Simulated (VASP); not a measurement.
A run of VASP 6.6.1 is set up as follows.

Contents of INCAR:

```
SYSTEM = La
ALGO = Normal
EDIFF = 1E-6
ENCUT = 520
GGA = RP
ISIF = 2
ISMEAR = -1
LASPH = .TRUE.
LCHARG = .FALSE.
LREAL = .FALSE.
LWAVE = .FALSE.
NBANDS = 12
NELM = 100
PREC = Accurate
SIGMA = 0.1
```

Contents of KPOINTS:

```
k-points
0
G
  15 15 15
  0 0 0
```

POSCAR

```
La
1.0
    3.3858533678      0.0000000000      0.0000000000
    0.0000000000      3.3858533678      0.0000000000
    0.0000000000      0.0000000000      3.3858533678
La
1
Direct
    0.0000000000      0.0000000000      0.0000000000
```

Potentials or basis: VASP PAW PBE potentials, release 64 (La).

Launch:

```console
$ cat potpaw_PBE.64/La/POTCAR > POTCAR
$ mpirun -np 1 vasp_std > vasp.out
```

(1) What does it give for the pressure?

Answers

(1) 0.1 GPa.

Caveat: the PAW data sets were made with another functional, which shifts forces and pressure a little.
